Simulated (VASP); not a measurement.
# K (I4/mmm) in VASP: a series of runs

The runs below take K through single point, with PBE.

Everything below comes from runs of VASP 6.6.1. Logs are shortened: lines on timing, memory, paths and dates and some standing lists are left out, and cuts for length are marked.

## 1. The cell of the first run

It takes space group I4/mmm (No. 139, tetragonal). The conventional cell has a = 4.974 Å, b = 4.974 Å, c = 5.367 Å, α = 90.00°, β = 90.00°, γ = 90.00°. K (site symmetry 4/mmm) has 14 K at 4.42 to 5.37 Å within 5.8 Å.

## 2. Single point, PBE (strain -0.050 along x and y, +0.025 along z)

The input, INCAR:

```
SYSTEM = K
  PREC = Accurate
  ENCUT = 520
  EDIFF = 1E-6
  ISMEAR = 0
  SIGMA = 0.15
  LREAL = .False.
  LASPH = .True.
  NELM = 60
  ALGO = Fast
  ISIF = 2
  LWAVE = .False.
  LCHARG = .False.
  GGA = PE
  NBANDS = 10
```

The input, KPOINTS:

```
Automatic mesh
0
Gamma
  14 14 14
  0 0 0
```

The input, POSCAR:

```
K
1.0
   -2.4871000000      2.4871000000      2.6834500000
    2.4871000000     -2.4871000000      2.6834500000
    2.4871000000      2.4871000000     -2.6834500000
K
1
Direct
    0.0000000000      0.0000000000      0.0000000000
```

Potentials or basis: VASP PAW PBE potentials, release 64 (K_sv).

Command:

```
$ cat potpaw_PBE.64/K_sv/POTCAR > POTCAR
$ mpirun -np 1 vasp_std > vasp.out
```

OUTCAR:

```text
SYSTEM = K
   PREC = Accurate
   ENCUT = 520
   EDIFF = 1E-6
   ISMEAR = 0
   LREAL = .False.
   LASPH = .True.
   NELM = 60
   ISIF = 2
   GGA = PE

 ion  position               nearest neighbor table
   1  0.000  0.000  0.000-

  LATTYP: Found a body centered tetragonal cell.
 ALAT       =     4.9742000000
 C/A-ratio  =     1.0789473684

  Lattice vectors:

 A1 = (  -2.4871000000,   2.4871000000,   2.6834500000)
 A2 = (   2.4871000000,  -2.4871000000,   2.6834500000)
 A3 = (   2.4871000000,   2.4871000000,  -2.6834500000)

Analysis of symmetry for initial positions (statically):
=====================================================================
 Subroutine PRICEL returns:
 Original cell was already a primitive cell.

 Routine SETGRP: Setting up the symmetry group for a
 body centered tetragonal supercell.

 Subroutine GETGRP returns: Found 16 space group operations
 (whereof 16 operations were pure point group operations)
 out of a pool of 16 trial point group operations.

The static configuration has the point symmetry D_4h.

Analysis of symmetry for dynamics (positions and initial velocities):
=====================================================================
 Subroutine PRICEL returns:
 Original cell was already a primitive cell.

 Routine SETGRP: Setting up the symmetry group for a
 body centered tetragonal supercell.

 Subroutine GETGRP returns: Found 16 space group operations
 (whereof 16 operations were pure point group operations)
 out of a pool of 16 trial point group operations.

The dynamic configuration has the point symmetry D_4h.

 Subroutine INISYM returns: Found 16 space group operations
 (whereof 16 operations are pure point group operations),
 and found     1 'primitive' translations

----------------------------------------------------------------------------------------

                                     Primitive cell

  volume of cell :      66.3957

  direct lattice vectors                    reciprocal lattice vectors
    -2.487100000  2.487100000  2.683450000     0.000000000  0.201037353  0.186327303
     2.487100000 -2.487100000  2.683450000     0.201037353  0.000000000  0.186327303
     2.487100000  2.487100000 -2.683450000     0.201037353  0.201037353  0.000000000

  length of vectors
     4.424052071  4.424052071  4.424052071     0.274105602  0.274105602  0.284309751

  position of ions in fractional coordinates (direct lattice)
     0.000000000  0.000000000  0.000000000

  ion indices of the primitive-cell ions
   primitive index   ion index
                 1           1

----------------------------------------------------------------------------------------

 KPOINTS: Automatic mesh

Automatic generation of k-mesh.
 Grid dimensions read from file:
 generate k-points for:   14   14   14

 Generating k-lattice:

  Cartesian coordinates                     Fractional coordinates (reciprocal lattice)
     0.000000000  0.014359811  0.013309093     0.071428571 -0.000000000  0.000000000
     0.014359811  0.000000000  0.013309093    -0.000000000  0.071428571  0.000000000
     0.014359811  0.014359811  0.000000000     0.000000000  0.000000000  0.071428571

  Length of vectors
     0.019578972  0.019578972  0.020307839

  Shift w.r.t. Gamma in fractional coordinates (k-lattice)
     0.000000000  0.000000000  0.000000000

 Subroutine IBZKPT returns following result:
 ===========================================

 Found    244 irreducible k-points:

 Following reciprocal coordinates:
            Coordinates               Weight
  0.000000  0.000000  0.000000      1.000000
  0.071429  0.000000 -0.000000      8.000000
  0.142857  0.000000 -0.000000      8.000000
  0.214286  0.000000 -0.000000      8.000000
  0.285714  0.000000 -0.000000      8.000000
  0.357143  0.000000 -0.000000      8.000000
[... 16 lines left out ...]
  0.214286  0.142857 -0.000000     16.000000
  0.285714  0.142857 -0.000000     16.000000
 [... further k-points ...]
   k-points           NKPTS =    244   k-points in BZ     NKDIM =    244   number of bands    NBANDS=     10
   number of dos      NEDOS =    301   number of ions     NIONS =      1
   total plane-waves  NPLWV =  46656
   dimension x,y,z NGX =    36 NGY =   36 NGZ =   36
   dimension x,y,z NGXF=    72 NGYF=   72 NGZF=   72
   ions per type =               1
   NGX,Y,Z   is equivalent  to a cutoff of  13.53, 13.53, 13.53 a.u.
   NGXF,Y,Z  is equivalent  to a cutoff of  27.06, 27.06, 27.06 a.u.
 SYSTEM =  K
   PREC   = accura    normal or accurate (medium, high low for compatibility)
   ISTART =      0    job   : 0-new  1-cont  2-samecut
   ICHARG =      2    charge: 1-file 2-atom 10-const
   ISPIN  =      1    spin polarized calculation?
   LNONCOLLINEAR =      F non collinear calculations
   LSORBIT =      F    spin-orbit coupling
   LASPH  =      T    aspherical Exc in radial PAW
   ENCUT  =  520.0 eV  38.22 Ry    6.18 a.u.   8.23  8.23  8.23*2*pi/ulx,y,z
   NELM   =     60;   NELMIN=  2; NELMDL= -5     # of ELM steps
   EDIFF  = 0.1E-05   stopping-criterion for ELM
   LREAL  =      F    real-space projection
   EDIFFG = 0.1E-04   stopping-criterion for IOM
   NSW    =      0    number of steps for IOM
   IBRION =     -1    ionic relax: 0-MD 1-quasi-New 2-CG
   NFREE  =      0    steps in history (QN), initial steepest desc. (CG)
   ISIF   =      2    stress and relaxation
   ISYM   =      2    0-nonsym 1-usesym 2-fastsym
   POTIM  = 0.5000    time-step for ionic-motion
   TEBEG  =    0.0;   TEEND  =   0.0 temperature during run
   PSTRESS=    0.0 pullay stress
   NELECT =       9.0000    total number of electrons
   NUPDOWN=      -1.0000    fix difference up-down
   EMIN   =  10.00;   EMAX   =-10.00  energy-range for DOS
   EFERMI =   0.00;   METHOD = LEGACY
   ISMEAR =     0;   SIGMA  =   0.15  broadening in eV -4-tet -1-fermi 0-gaus
   EFERMI_NEDOS =   21; number of points for ismear=-14 and -15
   IALGO  =     68    algorithm
   IMIX   =      4    mixing-type and parameters
     AMIX     =   0.40;   BMIX     =  1.00
     AMIX_MAG =   1.60;   BMIX_MAG =  1.00
  volume/ion in A,a.u.               =      66.40       448.06
  Fermi-wavevector in a.u.,A,eV,Ry     =   0.840961  1.589185  9.622241  0.707215
  Thomas-Fermi vector in A             =   1.955428
   LORBIT       =      0    0 simple, 1 ext, 2 COOP (PROOUT), +10 PAW based schemes
   GGA     = PE    functional components
   LHFCALC =     F    Hartree Fock is set to
   AEXX    =    0.0000 exact exchange contribution
   IVDW    =     0    specifies the selected vdW correction
   LEPSILON=     F    determine dielectric tensor
   LRPA    =     F    only Hartree local field effects (RPA)
 non-spin polarized calculation
 RMM-DIIS sequential band-by-band and
 Gauss-broadening in eV      SIGMA  =   0.15
  energy-cutoff  :      520.00
  volume of cell :       66.40
 maximum number of plane-waves:      1806
 NGX is ok and might be reduce to    36
   NGX = 17   NGY = 17   NGZ = 17

 number of electron       8.9999999 magnetization

 Free energy of the ion-electron system (eV)
  ---------------------------------------------------
  ext. energy  EPLUGINS =         0.00000000
  ---------------------------------------------------
  free energy    TOTEN  =        -1.04126335 eV

  energy without entropy =       -1.03266447  energy(sigma->0) =       -1.03696391

 E-fermi :   0.1199     XC(G=0):  -5.9041

 val. band max:        0.1126555114   @ k =   0.3571   0.1429  -0.0000
 cond. band min:       0.1211275284   @ k =  -0.4286   0.4286   0.0000
 fundamental gap:      0.0084720171
 Fermi energy:         0.1198898811

 k-point     1 :       0.0000    0.0000    0.0000
  band No.  band energies     occupation
      1     -31.9600      2.00000
      2     -15.4007      2.00000
      3     -15.4007      2.00000
      4     -15.4000      2.00000
      5      -2.1870      2.00000
      6       4.4008      0.00000
      7       4.4008      0.00000
      8       4.7792      0.00000
      9       5.2196      0.00000
     10       5.7302      0.00000

 k-point     2 :       0.0714    0.0000   -0.0000
  band No.  band energies     occupation
      1     -31.9597      2.00000
      2     -15.4054      2.00000
      3     -15.4022      2.00000
      4     -15.4003      2.00000
      5      -2.1194      2.00000
      6       4.3112      0.00000
      7       4.3875      0.00000
      8       4.7674      0.00000
      9       5.1291      0.00000
     10       5.6721      0.00000

 k-point     3 :       0.1429    0.0000   -0.0000
  band No.  band energies     occupation
      1     -31.9588      2.00000
      2     -15.4191      2.00000
      3     -15.4063      2.00000
      4     -15.4003      2.00000
      5      -1.9190      2.00000
      6       3.9521      0.00000
      7       4.2651      0.00000
      8       4.8549      0.00000
      9       5.0555      0.00000
     10       5.5806      0.00000

 k-point     4 :       0.2143    0.0000   -0.0000
  band No.  band energies     occupation
      1     -31.9574      2.00000
      2     -15.4388      2.00000
      3     -15.4122      2.00000
      4     -15.4002      2.00000
      5      -1.5936      2.00000
      6       3.3725      0.00000
      7       4.0425      0.00000
      8       5.1074      0.00000
      9       5.1102      0.00000
     10       5.5304      0.00000

 k-point     5 :       0.2857    0.0000   -0.0000
  band No.  band energies     occupation
      1     -31.9560      2.00000
      2     -15.4604      2.00000
      3     -15.4187      2.00000
      4     -15.4001      2.00000
      5      -1.1556      2.00000
      6       2.7171      0.00000
      7       3.8146      0.00000
      8       5.1731      0.00000
      9       5.4841      0.00000
     10       5.5675      0.00000

 k-point     6 :       0.3571    0.0000   -0.0000
  band No.  band energies     occupation
      1     -31.9547      2.00000
      2     -15.4797      2.00000
      3     -15.4246      2.00000
      4     -15.4000      2.00000
      5      -0.6227      2.00000
      6       2.0397      0.00000
      7       3.6307      0.00000
      8       5.1541      0.00000
      9       5.7025      0.00000
     10       5.9618      0.00000
[... 183 lines left out ...]
 k-point    21 :      -0.0714    0.0714    0.0000
  band No.  band energies     occupation
      1     -31.9596      2.00000
      2     -15.4056      2.00000
      3     -15.4018      2.00000
      4     -15.4010      2.00000
      5      -2.1142      2.00000
      6       4.2929      0.00000
      7       4.4552      0.00000
      8       4.6725      0.00000
      9       5.2129      0.00000
     10       5.5940      0.00000

 k-point    22 :       0.1429    0.1429   -0.0000
  band No.  band energies     occupation
      1     -31.9568      2.00000
      2     -15.4460      2.00000
      3     -15.4141      2.00000
      4     -15.4032      2.00000
      5      -1.4216      2.00000
      6       3.2706      0.00000
      7       3.7339      0.00000
      8       5.0144      0.00000
      9       5.2146      0.00000
     10       5.7623      0.00000

 k-point    23 :       0.2143    0.1429   -0.0000
  band No.  band energies     occupation
      1     -31.9555      2.00000
      2     -15.4625      2.00000
      3     -15.4218      2.00000
      4     -15.4043      2.00000
      5      -0.9985      2.00000
      6       2.7578      0.00000
      7       3.4444      0.00000
      8       5.1108      0.00000
      9       5.3996      0.00000
     10       5.8473      0.00000

 k-point    24 :       0.2857    0.1429   -0.0000
  band No.  band energies     occupation
      1     -31.9543      2.00000
      2     -15.4771      2.00000
      3     -15.4295      2.00000
      4     -15.4050      2.00000
      5      -0.4795      2.00000
      6       2.1636      0.00000
      7       3.2402      0.00000
      8       5.0789      0.00000
      9       5.5563      0.00000
     10       6.0399      0.00000

 [... further k-points ...]

------------------------ aborting loop because EDIFF is reached ----------------------------------------

  FORCE on cell =-STRESS in cart. coord.  units (eV):
  Direction    XX          YY          ZZ          XY          YZ          ZX
  --------------------------------------------------------------------------------------
  -------------------------------------------------------------------------------------
  Total        0.1933009      0.1933009      0.1784516      0.0000000     -0.0000000      0.0000000
  in kB        4.6644939      4.6644939      4.3061684      0.0000000     -0.0000000      0.0000000
  external PRESSURE =       4.5450520 kB  Pullay stress =       0.0000000 kB

 VOLUME and BASIS-vectors are now :
 -----------------------------------------------------------------------------
  energy-cutoff  :      520.00
  volume of cell :       66.40
      direct lattice vectors                 reciprocal lattice vectors
    -2.487100000  2.487100000  2.683450000     0.000000000  0.201037353  0.186327303
     2.487100000 -2.487100000  2.683450000     0.201037353  0.000000000  0.186327303
     2.487100000  2.487100000 -2.683450000     0.201037353  0.201037353  0.000000000

 POSITION                                       TOTAL-FORCE (eV/Angst)
 -----------------------------------------------------------------------------------
      0.00000      0.00000      0.00000         0.000000      0.000000      0.000000
 -----------------------------------------------------------------------------------
    total drift:                               -0.000000     -0.000000      0.000000

  FREE ENERGIE OF THE ION-ELECTRON SYSTEM (eV)
  ---------------------------------------------------
  free  energy   TOTEN  =        -1.0412633519 eV

  energy  without entropy=       -1.0326644651  energy(sigma->0) =       -1.03696391
```

Run time: 84 s. Hardware: 1 thread of AMD EPYC 9R45 (Zen 5), shared host; peak memory 0.28 GiB.

What came out:

| Property | Result |
| --- | --- |
| Free energy | -1.0413 eV |
| Pressure | 0.5 GPa |
| Band gap on the k mesh | zero (an odd number of electrons rules out a gap without spin polarisation) |

Levels at points of the mesh, in eV from the Fermi level:
```tsv
k point	band 3	band 4	band 5	band 6	band 7	band 8
(0.00, 0.00, 0.00)	-15.52	-15.52	-2.31	4.28	4.28	4.66
(0.50, 0.00, 0.00)	-15.55	-15.52	0.39	0.68	3.35	4.92
(0.50, 0.50, 0.00)	-15.56	-15.53	0.54	0.89	2.91	5.31
(0.50, 0.50, 0.50)	-15.58	-15.58	1.47	1.75	3.18	4.07
```

Caveat: the cell differs from its parent crystal (strain -0.050 along x and y, +0.025 along z).

## 3. Single point, PBE (strain -0.050 along x and y, +0.050 along z)

The input, INCAR:

```
PREC = Accurate
ENCUT = 520
EDIFF = 1E-7
ISMEAR = 0
SIGMA = 0.15
LREAL = F
LASPH = T
NELM = 60
ALGO = Fast
ISIF = 2
LWAVE = F
LCHARG = F
GGA = PE
NBANDS = 10
```

The input, KPOINTS:

```
regular mesh
0
Gamma
  14 14 14
```

The input, POSCAR:

```
K
1.0
   -2.4871000000      2.4871000000      2.7489000000
    2.4871000000     -2.4871000000      2.7489000000
    2.4871000000      2.4871000000     -2.7489000000
K
1
Direct
    0.0000000000      0.0000000000      0.0000000000
```

Potentials or basis: VASP PAW PBE potentials, release 64 (K_sv).

Command:

```
$ cat potpaw_PBE.64/K_sv/POTCAR > POTCAR
$ mpirun -np 1 vasp_std > vasp.out
```

It took 100 s on 1 thread of AMD EPYC 9R45 (Zen 5), shared host; peak memory 0.28 GiB.

The run converged. Its results:

- Free energy: -1.0452 eV
- Pressure: 0.3 GPa
- Band gap on the k mesh: zero (an odd number of electrons rules out a gap without spin polarisation)

Levels at points of the mesh, in eV from the Fermi level:
| k point | band 1 | band 2 | band 3 | band 4 | band 5 | band 6 | band 7 | band 8 | band 9 | band 10 |
| --- | --- | --- | --- | --- | --- | --- | --- | --- | --- | --- |
| (0.00, 0.00, 0.00) | -32.09 | -15.53 | -15.53 | -15.53 | -2.27 | 4.24 | 4.24 | 4.72 | 4.99 | 5.63 |
| (0.50, 0.00, 0.00) | -32.08 | -15.62 | -15.56 | -15.53 | 0.38 | 0.65 | 3.40 | 4.81 | 5.89 | 6.44 |
| (0.50, 0.50, 0.00) | -32.08 | -15.62 | -15.57 | -15.54 | 0.57 | 0.92 | 2.84 | 5.32 | 5.82 | 6.17 |
| (0.50, 0.50, 0.50) | -32.08 | -15.61 | -15.59 | -15.59 | 1.44 | 1.81 | 2.95 | 4.10 | 4.10 | 6.15 |

Caveat: the cell differs from its parent crystal (strain -0.050 along x and y, +0.050 along z).

## 4. Single point, PBE (strain +0.000 along x and y, -0.050 along z)

The input, INCAR:

```
SYSTEM = K
PREC     = Accurate       ! precision mode
ENCUT    = 520            ! plane-wave cutoff, eV
EDIFF    = 1E-6           ! SCF threshold, eV
ISMEAR   = 0              ! smearing method
SIGMA    = 0.15           ! smearing width, eV
LREAL    = .False.        ! projectors in reciprocal space
LASPH    = .True.         ! aspherical terms in the spheres
NELM     = 100            ! most SCF steps
ALGO     = Fast           ! electronic algorithm
ISIF     = 2              ! what is computed and relaxed
LWAVE    = .False.        ! write WAVECAR
LCHARG   = .True.         ! write CHGCAR
GGA      = PE             ! functional
LELF     = .True.         ! ELF
LVHAR    = .True.       
NBANDS   = 10             ! bands
```

The input, KPOINTS:

```
regular mesh
0
Gamma
  14 14 14
  0 0 0
```

The input, POSCAR:

```
K
1.0
   -2.6180000000      2.6180000000      2.4871000000
    2.6180000000     -2.6180000000      2.4871000000
    2.6180000000      2.6180000000     -2.4871000000
K
1
Direct
    0.0000000000      0.0000000000      0.0000000000
```

Command:

```
$ cat potpaw_PBE.64/K_sv/POTCAR > POTCAR
$ mpirun -np 1 vasp_std > vasp.out
```

Wall time 92 s (1 thread of AMD EPYC 9R45 (Zen 5), shared host); peak memory 0.28 GiB.

It converged, with:

```yaml
Free_energy: -1.0458 eV
Pressure: 0.3 GPa
Band_gap_on_the_k_mesh: zero (an odd number of electrons rules out a gap without spin polarisation)
```

Levels at points of the mesh, in eV from the Fermi level:
| k point | band 1 | band 2 | band 3 | band 4 | band 5 | band 6 | band 7 | band 8 | band 9 | band 10 |
| --- | --- | --- | --- | --- | --- | --- | --- | --- | --- | --- |
| (0.00, 0.00, 0.00) | -32.09 | -15.54 | -15.54 | -15.54 | -2.27 | 4.19 | 4.46 | 4.46 | 5.14 | 5.50 |
| (0.50, 0.00, 0.00) | -32.09 | -15.62 | -15.57 | -15.54 | 0.48 | 0.78 | 3.09 | 5.07 | 5.99 | 6.11 |
| (0.50, 0.50, 0.00) | -32.09 | -15.62 | -15.56 | -15.53 | 0.37 | 0.64 | 3.40 | 4.88 | 5.76 | 6.43 |
| (0.50, 0.50, 0.50) | -32.08 | -15.60 | -15.60 | -15.59 | 1.54 | 1.71 | 3.48 | 3.48 | 4.10 | 6.06 |

Caveat: the cell differs from its parent crystal (strain +0.000 along x and y, -0.050 along z).

(Part 1 of 2 ends here.)
